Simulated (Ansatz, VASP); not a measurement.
**Be2C in VASP and in Ansatz**

```
C Be
1.0
     0.00000    2.16049    2.16049
     2.16049    0.00000    2.16049
     2.16049    2.16049    0.00000
C Be
1 2
Direct
  0.00000 0.00000 0.00000
  0.25000 0.25000 0.25000
  0.75000 0.75000 0.75000
```

Alike in both runs: task single point; functional r2SCAN; k mesh 8 × 8 × 8; occupations tetrahedron; no spin polarisation.

|  | VASP | Ansatz |
| --- | --- | --- |
| version | VASP 6.6.1 | Ansatz 0.2.0 |
| potentials or method | VASP PAW PBE potentials, release 64 (C, Be) | plane waves |
| plane-wave cutoff (eV) | 660 | 500 |
| valence electrons in the cell | 8 | 8 |

Ansatz gave:

* gap on the k mesh at the Fermi level (eV): 1.53
* pressure (GPa): 0.0

Q: Which values does VASP return?

A: gap on the k mesh at the Fermi level (eV): 1.53; pressure (GPa): 0.8.

VASP's potentials were made for PBE, not for r2SCAN. Ansatz's warnings: band table not solved further, tetrahedron derivatives may miss energy slope.
